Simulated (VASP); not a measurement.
# BN (P1) in VASP: single point with PBE

Aim: the single point of BN with PBE.

All numbers are computed with VASP 6.6.1; they aren't measurements. Logs are shortened: lines on timing, memory, paths and dates and some standing lists are left out, and cuts for length are marked.

## 1. The cell of the first run

The typed cell holds 4 atoms: a = 2.488 Å, b = 2.412 Å, c = 6.574 Å, α = 94.09°, β = 86.01°, γ = 119.16°.

## 2. Single point, PBE (atoms moved at random and the cell strained at random)

INCAR reads:

```
  ALGO = Normal
  EDIFF = 1E-7
  ENCUT = 520
  GGA = PE
  ISIF = 2
  ISMEAR = 0
  LASPH = True
  LCHARG = True
  LELF = True
  LREAL = False
  LVHAR = True
  LWAVE = False
  NBANDS = 16
  NELM = 100
  PREC = Accurate
  SIGMA = 0.05
```

KPOINTS reads:

```
k-points
0
Gamma
  12 12 4
```

POSCAR reads:

```
BN
1.0
    2.4864440263      0.0410595844      0.0867545222
   -1.2076633700      2.0865931517     -0.0871382795
    0.2307871957     -0.1344238643      6.5688694436
B N
2 2
Direct
    0.4999880082      0.8173665846      0.2301855734
    0.4759460475      0.1211376180      0.7570623132
    0.3726078844      0.4855292387      0.8002798083
    0.6514580598      0.5759665588      0.2124723052
```

Potentials or basis: VASP PAW PBE potentials, release 64 (B, N).

Command:

```bash
$ cat potpaw_PBE.64/B/POTCAR potpaw_PBE.64/N/POTCAR > POTCAR
$ mpirun -np 1 vasp_std > vasp.out
```

OUTCAR:

```text
EDIFF = 1E-7
   ENCUT = 520
   GGA = PE
   ISIF = 2
   ISMEAR = 0
   LASPH = True
   LREAL = False
   NELM = 100
   PREC = Accurate

 ion  position               nearest neighbor table
   1  0.500  0.817  0.230-   4 0.83   4 1.69   4 1.91
   2  0.476  0.121  0.757-   3 1.05   3 1.47
   3  0.373  0.486  0.800-   2 1.05   2 1.47
   4  0.651  0.576  0.212-   1 0.83   1 1.69   1 1.91

 -----------------------------------------------------------------------------
|                                                                             |
|           W    W    AA    RRRRR   N    N  II  N    N   GGGG   !!!           |
|           W    W   A  A   R    R  NN   N  II  NN   N  G    G  !!!           |
|           W    W  A    A  R    R  N N  N  II  N N  N  G       !!!           |
|           W WW W  AAAAAA  RRRRR   N  N N  II  N  N N  G  GGG   !            |
|           WW  WW  A    A  R   R   N   NN  II  N   NN  G    G                |
|           W    W  A    A  R    R  N    N  II  N    N   GGGG   !!!           |
|                                                                             |
|     The distance between some ions is very small. Please check the          |
|     nearest-neighbor list in the OUTCAR file.                               |
|     I HOPE YOU KNOW WHAT YOU ARE DOING!                                     |
|                                                                             |
 -----------------------------------------------------------------------------

  LATTYP: Found a triclinic cell.
 ALAT       =     2.4882958290
 B/A-ratio  =     0.9976205802
 C/A-ratio  =     2.6420880960
 COS(alpha) =     0.0004042953
 COS(beta)  =     0.0695772009
 COS(gamma) =     0.5288983795

  Lattice vectors:

 A1 = (   2.4864440263,   0.0410595844,   0.0867545222)
 A2 = (   1.2787806563,   2.1276527361,  -0.0003837573)
 A3 = (   0.2307871957,  -0.1344238643,   6.5688694436)

Analysis of symmetry for initial positions (statically):
=====================================================================
 Subroutine PRICEL returns:
 Original cell was already a primitive cell.

 Routine SETGRP: Setting up the symmetry group for a
 triclinic supercell.

 Subroutine GETGRP returns: Found  1 space group operations
 (whereof  1 operations were pure point group operations)
 out of a pool of  2 trial point group operations.

The static configuration has the point symmetry C_1 .

Analysis of symmetry for dynamics (positions and initial velocities):
=====================================================================
 Subroutine PRICEL returns:
 Original cell was already a primitive cell.

[... 112 lines left out ...]
   LREAL  =      F    real-space projection
   EDIFFG = 0.1E-05   stopping-criterion for IOM
   NSW    =      0    number of steps for IOM
   IBRION =     -1    ionic relax: 0-MD 1-quasi-New 2-CG
   NFREE  =      0    steps in history (QN), initial steepest desc. (CG)
   ISIF   =      2    stress and relaxation
   ISYM   =      2    0-nonsym 1-usesym 2-fastsym
   POTIM  = 0.5000    time-step for ionic-motion
   TEBEG  =    0.0;   TEEND  =   0.0 temperature during run
   PSTRESS=    0.0 pullay stress
   NELECT =      16.0000    total number of electrons
   NUPDOWN=      -1.0000    fix difference up-down
   EMIN   =  10.00;   EMAX   =-10.00  energy-range for DOS
   EFERMI =   0.00;   METHOD = LEGACY
   ISMEAR =     0;   SIGMA  =   0.05  broadening in eV -4-tet -1-fermi 0-gaus
   EFERMI_NEDOS =   21; number of points for ismear=-14 and -15
   IALGO  =     38    algorithm
   IMIX   =      4    mixing-type and parameters
     AMIX     =   0.40;   BMIX     =  1.00
     AMIX_MAG =   1.60;   BMIX_MAG =  1.00
  volume/ion in A,a.u.               =       8.59        57.95
  Fermi-wavevector in a.u.,A,eV,Ry     =   1.269048  2.398154 21.911963  1.610484
  Thomas-Fermi vector in A             =   2.402111
   LORBIT       =      0    0 simple, 1 ext, 2 COOP (PROOUT), +10 PAW based schemes
   GGA     = PE    functional components
   LHFCALC =     F    Hartree Fock is set to
   AEXX    =    0.0000 exact exchange contribution
   IVDW    =     0    specifies the selected vdW correction
   LEPSILON=     F    determine dielectric tensor
   LRPA    =     F    only Hartree local field effects (RPA)
 non-spin polarized calculation
 Gauss-broadening in eV      SIGMA  =   0.05
  energy-cutoff  :      520.00
  volume of cell :       34.35
 maximum number of plane-waves:       942
   NGX =  9   NGY =  9   NGZ = 25

 number of electron      16.0000000 magnetization

 Free energy of the ion-electron system (eV)
  ---------------------------------------------------
  ext. energy  EPLUGINS =         0.00000000
  ---------------------------------------------------
  free energy    TOTEN  =        -6.23931626 eV

  energy without entropy =       -6.23931626  energy(sigma->0) =       -6.23931626

 E-fermi :   3.5254     XC(G=0):  -9.9862

 val. band max:        3.3102783687   @ k =   0.0000   0.0000   0.5000
 cond. band min:       5.2636208905   @ k =   0.5000   0.5000  -0.0000
 fundamental gap:      1.9533425219
 Fermi energy:         3.5254480405

 k-point     1 :       0.0000    0.0000    0.0000
  band No.  band energies     occupation
      1     -15.6337      2.00000
      2     -14.3191      2.00000
      3      -4.9511      2.00000
      4      -3.1128      2.00000
      5      -2.6756      2.00000
      6      -1.5717      2.00000
[... 433 lines left out ...]
      3      -5.7909      2.00000
      4      -5.4856      2.00000
      5      -3.6050      2.00000
      6      -2.0141      2.00000
[... 8 lines left out ...]
     15      16.6533      0.00000
     16      18.9223      0.00000

 [... further k-points ...]
[... 5 lines left out ...]
  --------------------------------------------------------------------------------------
  -------------------------------------------------------------------------------------
  Total       90.6199807     57.7971396      2.7331407    -64.6762611     13.4642503    -14.3880033
  in kB     4226.9258002   2695.9200214    127.4860461  -3016.7933645    628.0335381   -671.1215546
  external PRESSURE =    2350.1106225 kB  Pullay stress =       0.0000000 kB

 VOLUME and BASIS-vectors are now :
 -----------------------------------------------------------------------------
  energy-cutoff  :      520.00
  volume of cell :       34.35
      direct lattice vectors                 reciprocal lattice vectors
     2.486444026  0.041059584  0.086754522     0.398700869  0.230369113 -0.009293525
    -1.207663370  2.086593152 -0.087138279    -0.008191785  0.474926815  0.010006601
     0.230787196 -0.134423864  6.568869444    -0.005374277  0.003257599  0.152488677

 POSITION                                       TOTAL-FORCE (eV/Angst)
 -----------------------------------------------------------------------------------
      0.30921      1.69510      1.48421      -106.360519     82.235005      9.980795
      1.21184      0.17054      5.00378        23.837059    -25.891662     -3.755167
      0.52481      0.92082      5.24695       -23.886168     25.841868      3.293921
      0.97328      1.20000      1.40203       106.409627    -82.185212     -9.519550
 -----------------------------------------------------------------------------------
    total drift:                                0.000080      0.000077      0.000399

  FREE ENERGIE OF THE ION-ELECTRON SYSTEM (eV)
  ---------------------------------------------------
  free  energy   TOTEN  =        -6.2393162640 eV

  energy  without entropy=       -6.2393162640  energy(sigma->0) =       -6.23931626
```

OSZICAR:

```text
N       E                     dE             d eps       ncg     rms          rms(c)
DAV:   1     0.814994884232E+02    0.81499E+02   -0.84656E+03  9408   0.934E+02
DAV:   2    -0.159700058629E+02   -0.97469E+02   -0.89324E+02 13040   0.248E+02
DAV:   3    -0.196935018365E+02   -0.37235E+01   -0.37101E+01 10584   0.489E+01
DAV:   4    -0.197127026280E+02   -0.19201E-01   -0.19200E-01 12176   0.404E+00
DAV:   5    -0.197128301268E+02   -0.12750E-03   -0.12750E-03 10752   0.300E-01    0.213E+01
DAV:   6    -0.769439436720E+01    0.12018E+02   -0.14635E+01 12400   0.340E+01    0.815E+00
DAV:   7    -0.635913377549E+01    0.13353E+01   -0.31143E+00 12344   0.148E+01    0.370E+00
DAV:   8    -0.623757453885E+01    0.12156E+00   -0.24932E-01 12552   0.462E+00    0.112E+00
DAV:   9    -0.623847103227E+01   -0.89649E-03   -0.30253E-02 12840   0.151E+00    0.347E-01
DAV:  10    -0.623879463631E+01   -0.32360E-03   -0.21360E-03 11312   0.476E-01    0.145E-01
DAV:  11    -0.623926100691E+01   -0.46637E-03   -0.85380E-04 12144   0.261E-01    0.592E-02
DAV:  12    -0.623930314851E+01   -0.42142E-04   -0.64360E-05 12040   0.674E-02    0.146E-02
DAV:  13    -0.623931613351E+01   -0.12985E-04   -0.18741E-05 11392   0.398E-02    0.810E-03
DAV:  14    -0.623931622511E+01   -0.91599E-07   -0.18263E-06 12048   0.113E-02    0.224E-03
DAV:  15    -0.623931626400E+01   -0.38888E-07   -0.27899E-07 12360   0.537E-03
   1 F= -.62393163E+01 E0= -.62393163E+01  d E =-.175014E-11
```

stdout:

```text
POSCAR found type information on POSCAR B N
 POSCAR found :  2 types and       4 ions
 scaLAPACK will be used
 LDA part: xc-table for (Slater+PW92), standard interpolation
 -----------------------------------------------------------------------------
|                                                                             |
|           W    W    AA    RRRRR   N    N  II  N    N   GGGG   !!!           |
|           W    W   A  A   R    R  NN   N  II  NN   N  G    G  !!!           |
|           W    W  A    A  R    R  N N  N  II  N N  N  G       !!!           |
|           W WW W  AAAAAA  RRRRR   N  N N  II  N  N N  G  GGG   !            |
|           WW  WW  A    A  R   R   N   NN  II  N   NN  G    G                |
|           W    W  A    A  R    R  N    N  II  N    N   GGGG   !!!           |
|                                                                             |
|     The distance between some ions is very small. Please check the          |
|     nearest-neighbor list in the OUTCAR file.                               |
|     I HOPE YOU KNOW WHAT YOU ARE DOING!                                     |
|                                                                             |
 -----------------------------------------------------------------------------

 POSCAR, INCAR and KPOINTS ok, starting setup
 FFT: planning ... GRIDC
 FFT: planning ... GRID_SOFT
 FFT: planning ... GRID
 WAVECAR not read
 entering main loop
```

Wall time 63 s (1 thread of Intel Xeon 6975P-C (Granite Rapids), shared host); peak memory 0.24 GiB.

Results:

- Free energy: -6.2393 eV
- Pressure: 235.0 GPa
- Largest force: 134.814 eV/Å
- Band gap on the k mesh: 1.95 eV, indirect (least direct gap 3.02 eV)

Forces in eV/Å, atoms in the order of the input:
```
B   -106.361   82.235    9.981
B     23.837  -25.892   -3.755
N    -23.886   25.842    3.294
N    106.410  -82.185   -9.520
```

Caveat: the cell differs from its parent crystal (atoms moved at random and the cell strained at random); forces of over 1 eV/Å act on the atoms, so gaps and moduli don't describe the material at rest. A k mesh can miss the band edges.
